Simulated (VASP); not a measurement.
Crystal: BiN.

```
Bi N
1.0
     3.84076    0.00000    0.00000
    -1.92038    3.32619    0.00000
     0.00000    0.00000    5.35307
Bi N
2 2
Direct
  0.00000 0.00000 0.00000
  0.00000 0.00000 0.50000
  0.33333 0.66667 0.25000
  0.66667 0.33333 0.75000
```

```yaml
Program: VASP 6.6.1
Task: relaxation of cell and atoms
Functional: PBEsol
Potentials_or_basis: VASP PAW PBE potentials, release 64 (Bi_d, N)
Cutoff: 600 eV
k_mesh: 10 × 10 × 6
Occupations: gaussian, width 0.05 eV
Spin: no spin polarisation
```

At the start: pressure 7.2 GPa; volume 17.10 Å³/atom.

Where does the relaxation end?

Over 7 steps the energy falls by 473.4 meV/atom and the volume is 16.74 Å³/atom (-2.1 %); space group P6_3/mmc (No. 194, to 0.05 Å).

The path:
| step | energy change (eV) | largest force (eV/Å) | pressure (GPa) | volume (Å³) |
| --- | --- | --- | --- | --- |
| 1 | 0.0000 | 0.0000 | 7.18 | 68.39 |
| 2 | -1.6115 | 0.0000 | -10.96 | 74.35 |
| 3 | -1.6706 | 0.0000 | -8.26 | 73.19 |
| 4 | -1.8606 | 0.0000 | 4.83 | 64.69 |
| 5 | -1.8879 | 0.0000 | 0.84 | 66.74 |
| 6 | -1.8934 | 0.0000 | -0.09 | 66.97 |
| 7 | -1.8936 | 0.0000 | 0.01 | 66.94 |

Final structure:
```cif
data_structure
_symmetry_space_group_name_H-M 'P 1'
_symmetry_Int_Tables_number 1
_cell_length_a 3.4896
_cell_length_b 3.4896
_cell_length_c 6.3478
_cell_angle_alpha 90.000
_cell_angle_beta 90.000
_cell_angle_gamma 120.000
_cell_volume 66.94
loop_
_atom_site_label
_atom_site_type_symbol
_atom_site_fract_x
_atom_site_fract_y
_atom_site_fract_z
_atom_site_occupancy
Bi1 Bi 0.00000 0.00000 0.00000 1
Bi2 Bi 0.00000 0.00000 0.50000 1
N1 N 0.33333 0.66667 0.25000 1
N2 N 0.66667 0.33333 0.75000 1
```

Caveat: the PAW data sets were made with another functional, which shifts forces and pressure a little.
